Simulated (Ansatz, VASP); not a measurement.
LiCaVC6N6: VASP beside Ansatz

INCAR

```
SYSTEM = LiCaVC6N6
ALGO = Normal
EDIFF = 1E-7
ENCUT = 520
GGA = PE
ISIF = 2
ISMEAR = 0
ISPIN = 2
LASPH = .TRUE.
LCHARG = .FALSE.
LMAXMIX = 4
LORBIT = 11
LREAL = Auto
LWAVE = .FALSE.
MAGMOM = 0 0 2 0 0 0 0 0 0 0 0 0 0 0 0
NBANDS = 57
NELM = 150
PREC = Accurate
SIGMA = 0.1
```

File KPOINTS:

```
k-points
0
G
  4 4 4
  0 0 0
```

File POSCAR:

```
LiCaVC6N6
1.0
    0.0000000000      5.2970000000      5.2970000000
    5.2970000000      0.0000000000      5.2970000000
    5.2970000000      5.2970000000      0.0000000000
Li Ca V C N
1 1 1 6 6
Direct
    0.7500000000      0.7500000000      0.7500000000
    0.5000000000      0.5000000000      0.5000000000
    0.0000000000      0.0000000000      0.0000000000
    0.8190485200      0.1809514800      0.1809514800
    0.1809514800      0.1809514800      0.8190485200
    0.8190485200      0.1809514800      0.8190485200
    0.1809514800      0.8190485200      0.8190485200
    0.8190485200      0.8190485200      0.1809514800
    0.1809514800      0.8190485200      0.1809514800
    0.7086086500      0.2913913500      0.2913913500
    0.2913913500      0.2913913500      0.7086086500
    0.7086086500      0.2913913500      0.7086086500
    0.2913913500      0.7086086500      0.7086086500
    0.7086086500      0.7086086500      0.2913913500
    0.2913913500      0.7086086500      0.2913913500
```

Input for Ansatz:

```yaml
crystal:
  lattice:
    - [0.0, 5.297, 5.297]
    - [5.297, 0.0, 5.297]
    - [5.297, 5.297, 0.0]
  atoms:
    - { symbol: Li, position: [0.75, 0.75, 0.75] }
    - { symbol: Ca, position: [0.5, 0.5, 0.5] }
    - { symbol: V, position: [0.0, 0.0, 0.0], spin: 2.0 }
    - { symbol: C, position: [0.81904852, 0.18095148, 0.18095148] }
    - { symbol: C, position: [0.18095148, 0.18095148, 0.81904852] }
    - { symbol: C, position: [0.81904852, 0.18095148, 0.81904852] }
    - { symbol: C, position: [0.18095148, 0.81904852, 0.81904852] }
    - { symbol: C, position: [0.81904852, 0.81904852, 0.18095148] }
    - { symbol: C, position: [0.18095148, 0.81904852, 0.18095148] }
    - { symbol: "N", position: [0.70860865, 0.29139135, 0.29139135] }
    - { symbol: "N", position: [0.29139135, 0.29139135, 0.70860865] }
    - { symbol: "N", position: [0.70860865, 0.29139135, 0.70860865] }
    - { symbol: "N", position: [0.29139135, 0.70860865, 0.70860865] }
    - { symbol: "N", position: [0.70860865, 0.70860865, 0.29139135] }
    - { symbol: "N", position: [0.29139135, 0.70860865, 0.29139135] }
basis:
  ecutwfc: 420
kpoints:
  mp_grid: { grid: [4, 4, 4] }
hamiltonian:
  xc: pbe
scf:
  occupations: { method: gaussian, width: 0.1 }
  lower_state_search: "off"
output:
  forces: true
  stress: true
  eigenvalues: true
  populations: true
magnetization:
  spin_polarized: true
```

Alike in both runs: task single point; functional PBE; k mesh 4 × 4 × 4; occupations gaussian, width 0.1 eV; collinear spin.

|  | VASP | Ansatz |
| --- | --- | --- |
| version | VASP 6.6.1 | Ansatz 0.2.0 |
| potentials or method | VASP PAW PBE potentials, release 64 (Li_sv, Ca_sv, V_sv, C, N), cutoff 520 eV | scalar-relativistic, plane waves, PAW |
| valence electrons in the cell | 80 | 80 |

Ansatz gave:

| Property | Result |
| --- | --- |
| gap on the k mesh at the Fermi level (eV) | none |
| rms of the force components (eV/Å) | 0.830 |
| net moment per atom (μB) | 0.13 |
| size of the moment on the site where the two differ most (μB) | 0.95 |

Question: Which values does VASP return?

Answer: gap on the k mesh at the Fermi level (eV): none; rms of the force components (eV/Å): 0.648; net moment per atom (μB): 0.13; size of the moment on the site where the two differ most (μB): 1.30.

Site moments also hang on the region over which each program counts them. Atom by atom the forces differ by 0.189 eV/Å (rms over components). A gap of «none» marks a metal or a gap that the smearing closes. With one functional, cell and mesh, what is left measures potentials, basis and numerics.

Noted on VASP's run: the cutoff is short for stress, so the pressure is rough; the standard files for N, O and F lose accuracy on very short bonds.
